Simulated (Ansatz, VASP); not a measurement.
## Two plane-wave programs on SnO

Contents of INCAR:

```
ALGO     = Normal         # electronic algorithm
EDIFF    = 1E-7           # SCF threshold, eV
ENCUT    = 520            # plane-wave cutoff, eV
GGA      = PE             # functional
ISIF     = 2              # what is computed and relaxed
ISMEAR   = -1             # smearing method
LASPH    = True           # aspherical terms in the spheres
LCHARG   = False          # write CHGCAR
LREAL    = False          # projectors in reciprocal space
LWAVE    = False          # write WAVECAR
NBANDS   = 17             # bands
NELM     = 80             # most SCF steps
PREC     = Accurate       # precision mode
SIGMA    = 0.02           # smearing width, eV
```

Contents of KPOINTS:

```
k-points
0
Gamma
  8 8 8
```

File POSCAR:

```
SnO
1.0
    0.0000000000      2.5841278848      2.5841278848
    2.5841278848      0.0000000000      2.5841278848
    2.5841278848      2.5841278848      0.0000000000
Sn O
1 1
Direct
    0.0000000000      0.0000000000      0.0000000000
    0.5000000000      0.5000000000      0.5000000000
```

Input for Ansatz:

```yaml
crystal:
  lattice:
    - [0.0, 2.5841278848, 2.5841278848]
    - [2.5841278848, 0.0, 2.5841278848]
    - [2.5841278848, 2.5841278848, 0.0]
  atoms:
    - { symbol: Sn, position: [0.0, 0.0, 0.0] }
    - { symbol: O, position: [0.5, 0.5, 0.5] }
kpoints:
  mp_grid: { grid: [8, 8, 8] }
hamiltonian:
  xc: pbe
scf:
  occupations: { method: fermi_dirac, width: 0.02 }
  n_extra_bands: 4
output:
  forces: true
  stress: true
  eigenvalues: true
```

Alike in both runs: task single point; functional PBE; k mesh 8 × 8 × 8; occupations fermi-dirac, width 0.02 eV; no spin polarisation.

|  | VASP | Ansatz |
| --- | --- | --- |
| version | VASP 6.6.1 | Ansatz 0.2.0 |
| potentials or method | VASP PAW PBE potentials, release 64 (Sn_d, O) | plane waves, PAW |
| plane-wave cutoff (eV) | 520 | 420 |
| valence electrons in the cell | 20 | 20 |

VASP gave:

| Item | Value |
| --- | --- |
| gap on the k mesh at the Fermi level (eV) | 0.89 |
| pressure (GPa) | -2.6 |

Task: Estimate Ansatz's values.

Result: gap on the k mesh at the Fermi level (eV): 0.90; pressure (GPa): -2.6.

The functional is the same, so the differences come from potentials, cutoffs and numerics.
